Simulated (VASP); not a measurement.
Input of a VASP 6.6.1 run:

File POSCAR:

```
HfO2
1.0
    0.0000000000      2.5491872672      2.5491872672
    2.5491872672      0.0000000000      2.5491872672
    2.5491872672      2.5491872672      0.0000000000
Hf O
1 2
Direct
    0.0000000000      0.0000000000      0.0000000000
    0.7500000000      0.7500000000      0.7500000000
    0.2500000000      0.2500000000      0.2500000000
```

File INCAR.step1:

```
ALGO = Normal
EDIFF = 1E-5
ENCUT = 520
GGA = PE
ISIF = 2
ISMEAR = -1
LASPH = True
LCHARG = False
LREAL = False
LWAVE = True
NBANDS = 18
NELM = 80
PREC = Accurate
SIGMA = 0.05
```

File INCAR.step2:

```
AEXX = 0.2
AGGAC = 0.81
AGGAX = 0.72
ALDAC = 0.19
ALGO = Normal
EDIFF = 1E-7
ENCUT = 520
GGA = B3
ISIF = 2
ISMEAR = -1
ISTART = 1
LASPH = True
LCHARG = False
LHFCALC = True
LREAL = False
LWAVE = False
NBANDS = 18
NELM = 80
PREC = Accurate
PRECFOCK = Normal
SIGMA = 0.05
```

The input KPOINTS:

```
k-points
0
Gamma
  5 5 5
```

Potentials or basis: VASP PAW PBE potentials, release 64 (Hf_pv, O).

Run with:

```sh
$ cat potpaw_PBE.64/Hf_pv/POTCAR potpaw_PBE.64/O/POTCAR > POTCAR
$ cp INCAR.step1 INCAR
$ mpirun -np 1 vasp_std > vasp.out
$ cp INCAR.step2 INCAR
$ mpirun -np 1 vasp_std > vasp.out
```

Q: Estimate the pressure.

A: -3.8 GPa.

Q: Estimate the band gap on the k mesh.

A: 5.93 eV (least direct gap 6.29 eV).

Caveat: the k points lie up to 0.43 Å⁻¹ apart; the PAW data sets were made with another functional, which shifts forces and pressure a little; spin-orbit coupling is left out, which moves the levels of the heavy elements; an odd mesh through Γ misses points on the zone boundary, where band edges can lie.
